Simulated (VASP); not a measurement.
# Au in VASP: single point with PBE

Aim: the single point of Au with PBE.

Everything below comes from runs of VASP 6.6.1. Logs are shortened: lines on timing, memory, paths and dates and some standing lists are left out, and cuts for length are marked.

### Step 1. The cell of the first run

The cell holds a slab with vacuum, 5 atoms: a = 2.893 Å, b = 2.893 Å, c = 24.448 Å, α = 90.00°, β = 90.00°, γ = 120.00°.

### Step 2. Single point, PBE

File INCAR:

```
ALGO = Normal ; DIPOL = 0.5 0.5 0.500
EDIFF = 1E-6 ; ENCUT = 520
GGA = PE ; IDIPOL = 3
ISIF = 2 ; ISMEAR = -1
LASPH = True ; LCHARG = False
LDIPOL = True ; LREAL = False
LWAVE = False ; NBANDS = 36
NELM = 60 ; PREC = Accurate
SIGMA = 0.05
```

File KPOINTS:

```
k-points
0
Gamma
  11 11 1
```

File POSCAR:

```
Au
1.0
    2.8927738418      0.0000000000      0.0000000000
   -1.4463869209      2.5052156344      0.0000000000
    0.0000000000      0.0000000000     24.4477598050
Au
5
Direct
    0.6666666667      0.3333333333      0.3067765742
    0.3333333333      0.6666666667      0.4033882871
    0.0000000000      0.0000000000      0.5000000000
    0.6666666667      0.3333333333      0.5966117129
    0.3333333333      0.6666666667      0.6932234258
```

Potentials or basis: VASP PAW PBE potentials, release 64 (Au).

Run with:

```sh
$ cat potpaw_PBE.64/Au/POTCAR > POTCAR
$ mpirun -np 1 vasp_std > vasp.out
```

OUTCAR:

```text
EDIFF = 1E-6
   ENCUT = 520
   GGA = PE
   ISIF = 2
   ISMEAR = -1
   LASPH = True
   LREAL = False
   NELM = 60
   PREC = Accurate

 ion  position               nearest neighbor table
   1  0.667  0.333  0.307-   2 2.89   2 2.89   2 2.89
   2  0.333  0.667  0.403-   1 2.89   3 2.89   1 2.89   3 2.89   3 2.89   1 2.89
   3  0.000  0.000  0.500-   2 2.89   4 2.89   2 2.89   4 2.89   4 2.89   2 2.89
   4  0.667  0.333  0.597-   5 2.89   3 2.89   5 2.89   3 2.89   3 2.89   5 2.89
   5  0.333  0.667  0.693-   4 2.89   4 2.89   4 2.89

  LATTYP: Found a hexagonal cell.
 ALAT       =     2.8927738418
 C/A-ratio  =     8.4513208228

  Lattice vectors:

 A1 = (   2.8927738418,   0.0000000000,   0.0000000000)
 A2 = (  -1.4463869209,   2.5052156344,   0.0000000000)
 A3 = (   0.0000000000,   0.0000000000,  24.4477598050)

Analysis of symmetry for initial positions (statically):
=====================================================================
 Subroutine PRICEL returns:
 Original cell was already a primitive cell.

 Routine SETGRP: Setting up the symmetry group for a
 hexagonal supercell.

 Subroutine GETGRP returns: Found 12 space group operations
 (whereof 12 operations were pure point group operations)
 out of a pool of 24 trial point group operations.

The static configuration has the point symmetry D_3d.

Analysis of symmetry for dynamics (positions and initial velocities):
=====================================================================
 Subroutine PRICEL returns:
 Original cell was already a primitive cell.

 Routine SETGRP: Setting up the symmetry group for a
 hexagonal supercell.

 Subroutine GETGRP returns: Found 12 space group operations
 (whereof 12 operations were pure point group operations)
 out of a pool of 24 trial point group operations.

The dynamic configuration has the point symmetry D_3d.

 Subroutine INISYM returns: Found 12 space group operations
 (whereof 12 operations are pure point group operations),
 and found     1 'primitive' translations

----------------------------------------------------------------------------------------

                                     Primitive cell

  volume of cell :     177.1735

  direct lattice vectors                    reciprocal lattice vectors
     2.892773842  0.000000000  0.000000000     0.345688967  0.199583618  0.000000000
    -1.446386921  2.505215634  0.000000000     0.000000000  0.399167236  0.000000000
     0.000000000  0.000000000 24.447759805     0.000000000  0.000000000  0.040903543

  length of vectors
     2.892773842  2.892773842 24.447759805     0.399167236  0.399167236  0.040903543
[... 87 lines left out ...]
   TEBEG  =    0.0;   TEEND  =   0.0 temperature during run
   PSTRESS=    0.0 pullay stress
   NELECT =      55.0000    total number of electrons
   NUPDOWN=      -1.0000    fix difference up-down
   EMIN   =  10.00;   EMAX   =-10.00  energy-range for DOS
   EFERMI =   0.00;   METHOD = LEGACY
   ISMEAR =    -1;   SIGMA  =   0.05  broadening in eV -4-tet -1-fermi 0-gaus
   EFERMI_NEDOS =   21; number of points for ismear=-14 and -15
   IALGO  =     38    algorithm
   IMIX   =      4    mixing-type and parameters
     AMIX     =   0.40;   BMIX     =  1.00
     AMIX_MAG =   1.60;   BMIX_MAG =  1.00
  volume/ion in A,a.u.               =      35.43       239.13
  Fermi-wavevector in a.u.,A,eV,Ry     =   1.108484  2.094731 16.717985  1.228737
  Thomas-Fermi vector in A             =   2.245012
   LORBIT       =      0    0 simple, 1 ext, 2 COOP (PROOUT), +10 PAW based schemes
   GGA     = PE    functional components
   LHFCALC =     F    Hartree Fock is set to
   AEXX    =    0.0000 exact exchange contribution
   IVDW    =     0    specifies the selected vdW correction
   LEPSILON=     F    determine dielectric tensor
   LRPA    =     F    only Hartree local field effects (RPA)
 non-spin polarized calculation
  energy-cutoff  :      520.00
  volume of cell :      177.17
 maximum number of plane-waves:      4879
 NGX is ok and might be reduce to    24
   NGX = 11   NGY = 11   NGZ = 91

 number of electron      55.0000008 magnetization

 dipolmoment           0.000000      0.000000     -0.000000 electrons x Angstroem

 Free energy of the ion-electron system (eV)
  ---------------------------------------------------
  ext. energy  EPLUGINS =         0.00000000
  ---------------------------------------------------
  free energy    TOTEN  =       -15.43126036 eV

  energy without entropy =      -15.40912715  energy(sigma->0) =      -15.42019376

 E-fermi :   1.9409     XC(G=0):  -6.7928

 val. band max:        1.9242157756   @ k =   0.3636   0.0909   0.0000
 cond. band min:       1.9497357227   @ k =   0.1818   0.1818   0.0000
 fundamental gap:      0.0255199471
 Fermi energy:         1.9409110957

 k-point     1 :       0.0000    0.0000    0.0000
  band No.  band energies     occupation
      1      -7.6453      2.00000
      2      -6.7725      2.00000
      3      -5.8128      2.00000
      4      -5.2565      2.00000
      5      -5.2140      2.00000
      6      -2.9029      2.00000
[... 613 lines left out ...]
     35       7.9654      0.00000
     36       9.0391      0.00000

------------------------ aborting loop because EDIFF is reached ----------------------------------------

 vacuum level on the upper side and lower side of the slab       (xc-potential included)        -0.008        -0.008

  FORCE on cell =-STRESS in cart. coord.  units (eV):
  Direction    XX          YY          ZZ          XY          YZ          ZX
  --------------------------------------------------------------------------------------
  -------------------------------------------------------------------------------------
  Total        1.2248207      1.2248207      3.0999635      0.0000000      0.0000000     -0.0000000
  in kB       11.0760376     11.0760376     28.0329303      0.0000000      0.0000000     -0.0000000
  external PRESSURE =      16.7283352 kB  Pullay stress =       0.0000000 kB

 VOLUME and BASIS-vectors are now :
 -----------------------------------------------------------------------------
  energy-cutoff  :      520.00
  volume of cell :      177.17
      direct lattice vectors                 reciprocal lattice vectors
     2.892773842  0.000000000  0.000000000     0.345688967  0.199583618  0.000000000
    -1.446386921  2.505215634  0.000000000     0.000000000  0.399167236  0.000000000
     0.000000000  0.000000000 24.447759805     0.000000000  0.000000000  0.040903543

 POSITION                                       TOTAL-FORCE (eV/Angst)
 -----------------------------------------------------------------------------------
      1.44639      0.83507      7.50000         0.000000     -0.000000     -0.375754
     -0.00000      1.67014      9.86194        -0.000000      0.000000      0.080494
      0.00000      0.00000     12.22388        -0.000000      0.000000      0.000000
      1.44639      0.83507     14.58582         0.000000     -0.000000     -0.080494
     -0.00000      1.67014     16.94776        -0.000000      0.000000      0.375754
 -----------------------------------------------------------------------------------
    total drift:                                0.000000     -0.000000      0.000000

  FREE ENERGIE OF THE ION-ELECTRON SYSTEM (eV)
  ---------------------------------------------------
  free  energy   TOTEN  =       -15.4312603615 eV

  energy  without entropy=      -15.4091271498  energy(sigma->0) =      -15.42019376

 vacuum level on the upper side and lower side of the slab         6.978         6.978
```

It took 78 s on 1 thread of Intel Xeon Platinum 8488C (Sapphire Rapids), shared host; peak memory 0.34 GiB.

Results:

* Free energy: -15.4313 eV
* Largest force: 0.376 eV/Å
* Band gap on the k mesh: zero (an odd number of electrons rules out a gap without spin polarisation)

Forces in eV/Å, atoms in the order of the input:
```
Au   0.000  0.000 -0.376
Au   0.000  0.000  0.080
Au   0.000  0.000  0.000
Au   0.000  0.000 -0.080
Au   0.000  0.000  0.376
```

Caveat: spin-orbit coupling is left out, which moves the levels of the heavy elements.

The gap in the log of VASP goes by the Fermi energy; the results here count the filled bands.